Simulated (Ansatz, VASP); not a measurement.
# HgTe: VASP beside Ansatz

Contents of POSCAR:

```
HgTe
1.0
   -3.0836121254      3.0836121254      1.7192183368
    3.0836121254     -3.0836121254      1.7192183368
    3.0836121254      3.0836121254     -1.7192183368
Hg Te
1 1
Direct
    0.2500000000      0.7500000000      0.5000000000
    0.0000000000      0.0000000000      0.0000000000
```

INCAR.step1

```
SYSTEM = HgTe
PREC = Accurate
ENCUT = 520
ISMEAR = 0
SIGMA = 0.1
LREAL = .FALSE.
LASPH = .TRUE.
NELM = 80
NBANDS = 16
GGA = PE
ALGO = Normal
EDIFF = 1E-4
LWAVE = .TRUE.
LCHARG = .FALSE.
```

File INCAR.step2:

```
SYSTEM = HgTe
PREC = Accurate
ENCUT = 520
EDIFF = 1E-6
ISMEAR = 0
SIGMA = 0.1
LREAL = .FALSE.
LASPH = .TRUE.
NELM = 80
ALGO = Normal
ISIF = 2
LWAVE = .FALSE.
LCHARG = .TRUE.
METAGGA = R2SCAN
LMIXTAU = .TRUE.
LELF = .TRUE.
LVHAR = .TRUE.
NBANDS = 16
ISTART = 1
```

File KPOINTS:

```
Automatic mesh
0
G
  16 16 16
  0 0 0
```

Input for Ansatz:

```yaml
crystal:
  lattice:
    - [-3.0836121254, 3.0836121254, 1.7192183368]
    - [3.0836121254, -3.0836121254, 1.7192183368]
    - [3.0836121254, 3.0836121254, -1.7192183368]
  atoms:
    - { symbol: Hg, position: [0.25, 0.75, 0.5] }
    - { symbol: Te, position: [0.0, 0.0, 0.0] }
basis:
  ecutwfc: 500
kpoints:
  mp_grid: { grid: [16, 16, 16] }
hamiltonian:
  xc: r2scan
scf:
  occupations: { method: gaussian, width: 0.1 }
output:
  forces: true
  stress: true
  eigenvalues: true
```

Alike in both runs: task single point; functional r2SCAN; k mesh 16 × 16 × 16; occupations gaussian, width 0.1 eV; no spin polarisation.

```csv
,VASP,Ansatz
version,VASP 6.6.1,Ansatz 0.2.0
potentials or method,"VASP PAW PBE potentials, release 64 (Hg, Te), cutoff 520 eV","scalar-relativistic, plane waves, PAW"
valence electrons in the cell,18,36
```

Ansatz gave:

| Quantity | Value |
| --- | --- |
| gap on the k mesh at the Fermi level (eV) | none |
| pressure (GPa) | -5.0 |
| traceless stress, the component that is largest in VASP (GPa) | -0.17 |

Question: Which values does VASP return?

Answer: gap on the k mesh at the Fermi level (eV): none; pressure (GPa): -5.0; traceless stress, the component that is largest in VASP (GPa): -0.20.

VASP's potentials were made for PBE, not for r2SCAN. A gap of «none» marks a metal or a gap that the smearing closes. With one functional, cell and mesh, what is left measures potentials, basis and numerics. VASP's potentials hold 18 valence electrons a cell and Ansatz's 36, so a difference there can come from the potentials and not from the codes.

Spin-orbit coupling is off throughout.
